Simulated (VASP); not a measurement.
Set up this calculation in VASP 6.6.1, as the native input.

| Property | Result |
| --- | --- |
| Task | single point |
| Functional | B3LYP |
| Potentials or basis | VASP PAW PBE potentials, release 64 (Ti_sv, Al) |
| Cutoff | 520 eV |
| k mesh | 4 × 4 × 4 |
| Occupations | fermi-dirac, width 0.05 eV |
| Spin | no spin polarisation |
| Dipole correction | no |
| Grid for exact exchange (PRECFOCK) | Normal |
| Further INCAR settings | ALGO = Normal; EDIFF = 1e-06; NBANDS = 14 |

Crystal: TiAl.

```xyz
2
Lattice="3.1944 0.0000 0.0000 0.0000 3.1944 0.0000 0.0000 0.0000 3.1944" Properties=species:S:1:pos:R:3 pbc="T T T"
Ti    0.0000    0.0000    0.0000
Al    1.5972    1.5972    1.5972
```

The input as run:

POSCAR

```
TiAl
1.0
    3.1944320236      0.0000000000      0.0000000000
    0.0000000000      3.1944320236      0.0000000000
    0.0000000000      0.0000000000      3.1944320236
Ti Al
1 1
Direct
    0.0000000000      0.0000000000      0.0000000000
    0.5000000000      0.5000000000      0.5000000000
```

INCAR.step1

```
SYSTEM = TiAl
PREC = Accurate
ENCUT = 520
EDIFF = 1E-5
ISMEAR = -1
SIGMA = 0.05
LREAL = .FALSE.
LASPH = .TRUE.
NELM = 80
ALGO = Normal
ISIF = 2
LWAVE = .TRUE.
LCHARG = .FALSE.
GGA = PE
NBANDS = 14
```

INCAR.step2

```
SYSTEM = TiAl
PREC = Accurate
ENCUT = 520
EDIFF = 1E-6
ISMEAR = -1
SIGMA = 0.05
LREAL = .FALSE.
LASPH = .TRUE.
NELM = 80
ALGO = Normal
ISIF = 2
LWAVE = .FALSE.
LCHARG = .FALSE.
GGA = B3
LHFCALC = .TRUE.
AEXX = 0.2
AGGAX = 0.72
AGGAC = 0.81
ALDAC = 0.19
PRECFOCK = Normal
ISTART = 1
NBANDS = 14
```

KPOINTS

```
regular mesh
0
G
  4 4 4
  0 0 0
```

Potentials or basis: VASP PAW PBE potentials, release 64 (Ti_sv, Al).

Launch:

```sh
$ cat potpaw_PBE.64/Ti_sv/POTCAR potpaw_PBE.64/Al/POTCAR > POTCAR
$ cp INCAR.step1 INCAR
$ mpirun -np 1 vasp_std > vasp.out
$ cp INCAR.step2 INCAR
$ mpirun -np 1 vasp_std > vasp.out
```

It gave:

```json
{
 "Pressure": "0.0 GPa"
}
```

Caveat: the k points lie up to 0.49 Å⁻¹ apart; the PAW data sets were made with another functional, which shifts forces and pressure a little.

It took 3.8 min on 1 thread of Intel(R) Xeon(R) 6975P-C (Granite Rapids), with other jobs on the host, peak memory 0.15 GiB.
